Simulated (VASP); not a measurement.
# Cu (I4/mmm) in VASP: relaxation of cell and atoms with LDA

Aim: the relaxation of cell and atoms of Cu with LDA.

Everything below comes from runs of VASP 6.6.1. Logs are shortened: lines on timing, memory, paths and dates and some standing lists are left out, and cuts for length are marked.

**1. The cell of the first run**

The structure is tetragonal, space group I4/mmm (No. 139). The conventional cell has a = 2.886 Å, b = 2.886 Å, c = 2.752 Å, α = 90.00°, β = 90.00°, γ = 90.00°. Within 3.2 Å of Cu (site symmetry 4/mmm) lie 14 Cu at 2.46 to 2.89 Å.

**2. Relaxation of cell and atoms, LDA**

Input file INCAR:

```
SYSTEM = Cu
ALGO = Normal ; EDIFF = 1E-7
EDIFFG = -0.01 ; ENCUT = 820
GGA_COMPAT = .False. ; IBRION = 2
ISIF = 3 ; ISMEAR = -1
LASPH = .True. ; LCHARG = .False.
LREAL = .False. ; LWAVE = .False.
NELM = 120 ; NELMIN = 4
NSW = 80 ; PREC = Accurate
SIGMA = 0.1
```

Input file KPOINTS:

```
k-points
0
Gamma
  16 16 16
  0 0 0
```

Input file POSCAR:

```
Cu
1.0
   -1.4427900000      1.4427900000      1.3760800000
    1.4427900000     -1.4427900000      1.3760800000
    1.4427900000      1.4427900000     -1.3760800000
Cu
1
Direct
    0.0000000000      0.0000000000      0.0000000000
```

Potentials or basis: VASP PAW LDA potentials, release 64 (Cu_sv_GW).

The run is started by

```
> cat potpaw_LDA.64/Cu_sv_GW/POTCAR > POTCAR
> mpirun -np 1 vasp_std > vasp.out
```

OUTCAR:

```text
SYSTEM = Cu
   EDIFF = 1E-7
   EDIFFG = -0.01
   ENCUT = 820
   IBRION = 2
   ISIF = 3
   ISMEAR = -1
   LASPH = .True.
   LREAL = .False.
   NELM = 120
   NELMIN = 4
   NSW = 80
   PREC = Accurate

 ion  position               nearest neighbor table
   1  0.000  0.000  0.000-

  LATTYP: Found a body centered tetragonal cell.
 ALAT       =     2.8855800000
 C/A-ratio  =     0.9537631949

  Lattice vectors:

 A1 = (  -1.4427900000,   1.4427900000,   1.3760800000)
 A2 = (   1.4427900000,  -1.4427900000,   1.3760800000)
 A3 = (   1.4427900000,   1.4427900000,  -1.3760800000)

Analysis of symmetry for initial positions (statically):
=====================================================================
 Subroutine PRICEL returns:
 Original cell was already a primitive cell.

 Routine SETGRP: Setting up the symmetry group for a
 body centered tetragonal supercell.

 Subroutine GETGRP returns: Found 16 space group operations
 (whereof 16 operations were pure point group operations)
 out of a pool of 16 trial point group operations.

The static configuration has the point symmetry D_4h.

Analysis of symmetry for dynamics (positions and initial velocities):
=====================================================================
 Subroutine PRICEL returns:
 Original cell was already a primitive cell.

 Routine SETGRP: Setting up the symmetry group for a
 body centered tetragonal supercell.

 Subroutine GETGRP returns: Found 16 space group operations
 (whereof 16 operations were pure point group operations)
 out of a pool of 16 trial point group operations.

The dynamic configuration has the point symmetry D_4h.

 Subroutine INISYM returns: Found 16 space group operations
 (whereof 16 operations are pure point group operations),
 and found     1 'primitive' translations

----------------------------------------------------------------------------------------

                                     Primitive cell

  volume of cell :      11.4580

  direct lattice vectors                    reciprocal lattice vectors
    -1.442790000  1.442790000  1.376080000     0.000000000  0.346550780  0.363350968
     1.442790000 -1.442790000  1.376080000     0.346550780  0.000000000  0.363350968
     1.442790000  1.442790000 -1.376080000     0.346550780  0.346550780  0.000000000

  length of vectors
     2.461073370  2.461073370  2.461073370     0.502116888  0.502116888  0.490096813

  position of ions in fractional coordinates (direct lattice)
     0.000000000  0.000000000  0.000000000

  ion indices of the primitive-cell ions
   primitive index   ion index
                 1           1

----------------------------------------------------------------------------------------

 KPOINTS: k-points

Automatic generation of k-mesh.
 Grid dimensions read from file:
 generate k-points for:   16   16   16

 Generating k-lattice:

  Cartesian coordinates                     Fractional coordinates (reciprocal lattice)
     0.000000000  0.021659424  0.022709435     0.062500000  0.000000000  0.000000000
     0.021659424  0.000000000  0.022709435     0.000000000  0.062500000  0.000000000
     0.021659424  0.021659424  0.000000000     0.000000000  0.000000000  0.062500000

  Length of vectors
     0.031382305  0.031382305  0.030631051

  Shift w.r.t. Gamma in fractional coordinates (k-lattice)
     0.000000000  0.000000000  0.000000000

 Subroutine IBZKPT returns following result:
 ===========================================

 Found    349 irreducible k-points:

 Following reciprocal coordinates:
            Coordinates               Weight
  0.000000  0.000000  0.000000      1.000000
  0.062500  0.000000  0.000000      8.000000
  0.125000  0.000000  0.000000      8.000000
  0.187500  0.000000  0.000000      8.000000
  0.250000  0.000000  0.000000      8.000000
  0.312500  0.000000  0.000000      8.000000
[... 16 lines left out ...]
 -0.125000  0.062500 -0.000000     16.000000
 -0.062500  0.062500  0.000000      4.000000
 [... further k-points ...]
   k-points           NKPTS =    349   k-points in BZ     NKDIM =    349   number of bands    NBANDS=     13
   number of dos      NEDOS =    301   number of ions     NIONS =      1
   total plane-waves  NPLWV =  13824
   dimension x,y,z NGX =    24 NGY =   24 NGZ =   24
   dimension x,y,z NGXF=    48 NGYF=   48 NGZF=   48
   ions per type =               1
   NGX,Y,Z   is equivalent  to a cutoff of  16.21, 16.21, 16.21 a.u.
   NGXF,Y,Z  is equivalent  to a cutoff of  32.42, 32.42, 32.42 a.u.
 SYSTEM =  Cu
   PREC   = accura    normal or accurate (medium, high low for compatibility)
   ISTART =      0    job   : 0-new  1-cont  2-samecut
   ICHARG =      2    charge: 1-file 2-atom 10-const
   ISPIN  =      1    spin polarized calculation?
   LNONCOLLINEAR =      F non collinear calculations
   LSORBIT =      F    spin-orbit coupling
   LASPH  =      T    aspherical Exc in radial PAW
   ENCUT  =  820.0 eV  60.27 Ry    7.76 a.u.   5.75  5.75  5.75*2*pi/ulx,y,z
   NELM   =    120;   NELMIN=  4; NELMDL= -5     # of ELM steps
   EDIFF  = 0.1E-06   stopping-criterion for ELM
   LREAL  =      F    real-space projection
   EDIFFG = -.1E-01   stopping-criterion for IOM
   NSW    =     80    number of steps for IOM
   IBRION =      2    ionic relax: 0-MD 1-quasi-New 2-CG
   NFREE  =      1    steps in history (QN), initial steepest desc. (CG)
   ISIF   =      3    stress and relaxation
   ISYM   =      2    0-nonsym 1-usesym 2-fastsym
   POTIM  = 0.5000    time-step for ionic-motion
   TEBEG  =    0.0;   TEEND  =   0.0 temperature during run
   PSTRESS=    0.0 pullay stress
   NELECT =      19.0000    total number of electrons
   NUPDOWN=      -1.0000    fix difference up-down
   EMIN   =  10.00;   EMAX   =-10.00  energy-range for DOS
   EFERMI =   0.00;   METHOD = LEGACY
   ISMEAR =    -1;   SIGMA  =   0.10  broadening in eV -4-tet -1-fermi 0-gaus
   EFERMI_NEDOS =   21; number of points for ismear=-14 and -15
   IALGO  =     38    algorithm
   IMIX   =      4    mixing-type and parameters
     AMIX     =   0.40;   BMIX     =  1.00
     AMIX_MAG =   1.60;   BMIX_MAG =  1.00
  volume/ion in A,a.u.               =      11.46        77.32
  Fermi-wavevector in a.u.,A,eV,Ry     =   1.937713  3.661746 51.086211  3.754731
  Thomas-Fermi vector in A             =   2.968237
   LORBIT       =      0    0 simple, 1 ext, 2 COOP (PROOUT), +10 PAW based schemes
   GGA     = CA    functional components
   LHFCALC =     F    Hartree Fock is set to
   AEXX    =    0.0000 exact exchange contribution
   IVDW    =     0    specifies the selected vdW correction
   LEPSILON=     F    determine dielectric tensor
   LRPA    =     F    only Hartree local field effects (RPA)
 conjugate gradient relaxation of ions
 non-spin polarized calculation
  energy-cutoff  :      820.00
  volume of cell :       11.46
 maximum number of plane-waves:       626
   NGX = 11   NGY = 11   NGZ = 11

--------------------------------------- Ionic step        1  -------------------------------------------

 number of electron      19.0000004 magnetization

 Free energy of the ion-electron system (eV)
  ---------------------------------------------------
  ext. energy  EPLUGINS =         0.00000000
  ---------------------------------------------------
  free energy    TOTEN  =        -4.81145912 eV

  energy without entropy =       -4.79843491  energy(sigma->0) =       -4.80494701

------------------------ aborting loop because EDIFF is reached ----------------------------------------

  FORCE on cell =-STRESS in cart. coord.  units (eV):
  Direction    XX          YY          ZZ          XY          YZ          ZX
  --------------------------------------------------------------------------------------
  -------------------------------------------------------------------------------------
  Total       -0.6100514     -0.6100514     -0.6298120      0.0000000     -0.0000000      0.0000000
  in kB      -85.3035421    -85.3035421    -88.0666790      0.0000000     -0.0000000      0.0000000
  external PRESSURE =     -86.2245877 kB  Pullay stress =       0.0000000 kB
[... 55 lines left out ...]
  energy  without entropy=       -4.8025451062  energy(sigma->0) =       -4.80861482

--------------------------------------- Ionic step        3  -------------------------------------------

 number of electron      18.9999997 magnetization

 Free energy of the ion-electron system (eV)
  ---------------------------------------------------
  ext. energy  EPLUGINS =         0.00000000
  ---------------------------------------------------
  free energy    TOTEN  =        -4.82701818 eV

  energy without entropy =       -4.81447121  energy(sigma->0) =       -4.82074469

 E-fermi :   8.2319     XC(G=0): -14.3449

 val. band max:        8.2279592715   @ k =  -0.1250   0.4375   0.1250
 cond. band min:       8.2335169946   @ k =   0.5000   0.2500   0.1250
 fundamental gap:      0.0055577231
 Fermi energy:         8.2319366500

 k-point     1 :       0.0000    0.0000    0.0000
  band No.  band energies     occupation
      1    -103.5053      2.00000
      2     -61.3804      2.00000
      3     -61.3754      2.00000
      4     -61.3754      2.00000
      5      -1.8133      2.00000
      6       4.6705      2.00000
      7       4.8885      2.00000
      8       4.8885      2.00000
      9       5.8522      2.00000
     10       6.0855      2.00000
     11      33.6344      0.00000
     12      33.6344      0.00000
     13      34.9266      0.00000
[... 353 lines left out ...]
 k-point    24 :      -0.0625    0.0625    0.0000
  band No.  band energies     occupation
      1    -103.5044      2.00000
      2     -61.3823      2.00000
      3     -61.3814      2.00000
      4     -61.3752      2.00000
      5      -1.6587      2.00000
      6       4.6732      2.00000
      7       4.8603      2.00000
      8       4.9519      2.00000
      9       5.8198      2.00000
     10       6.0822      2.00000
     11      31.7747      0.00000
     12      33.5426      0.00000
     13      34.5712      0.00000

 [... further k-points ...]
[... 5 lines left out ...]
  --------------------------------------------------------------------------------------
  -------------------------------------------------------------------------------------
  Total        0.0011479      0.0011479     -0.0090886      0.0000000      0.0000000      0.0000000
  in kB        0.1685190      0.1685190     -1.3342346      0.0000000      0.0000000      0.0000000
  external PRESSURE =      -0.3323989 kB  Pullay stress =       0.0000000 kB
[... 16 lines left out ...]
  FREE ENERGIE OF THE ION-ELECTRON SYSTEM (eV)
  ---------------------------------------------------
  free  energy   TOTEN  =        -4.8270181770 eV

  energy  without entropy=       -4.8144712102  energy(sigma->0) =       -4.82074469

 reached required accuracy - stopping structural energy minimisation
```

Run time: 2 min. Hardware: 1 thread of Intel Xeon Platinum 8488C (Sapphire Rapids), shared host; peak memory 0.26 GiB.

Results:

```
Free energy                           : -4.8270 eV
Relaxed volume                        : 10.91 Å³/atom
Relaxed cell                          : a = 2.421 Å, b = 2.421 Å, c = 2.421 Å, α = 108.20°, β = 108.20°, γ = 112.04°
Space group after relaxing (to 0.1 Å) : I4/mmm (No. 139)
Energy gained by relaxing             : 15.6 meV/atom
Ionic steps                           : 3
Pressure after relaxing               : 0.0 GPa
Band gap on the k mesh                : zero (an odd number of electrons rules out a gap without spin polarisation)
```

Stress tensor (GPa, compression positive):
```
 0.02  0.00  0.00
 0.00  0.02  0.00
 0.00  0.00 -0.13
```

The path:
```csv
step,energy change (eV),largest force (eV/Å),pressure (GPa),volume (Å³)
1,0.0000,0.0000,-8.62,11.46
2,-0.0032,0.0000,9.19,10.47
3,-0.0156,0.0000,-0.03,10.91
```

Final structure:
```
Cu
1.0
    -1.41982    1.41982    1.35346
     1.41982   -1.41982    1.35346
     1.41982    1.41982   -1.35346
Cu
1
Cartesian
  0.0000 0.0000 0.0000
```
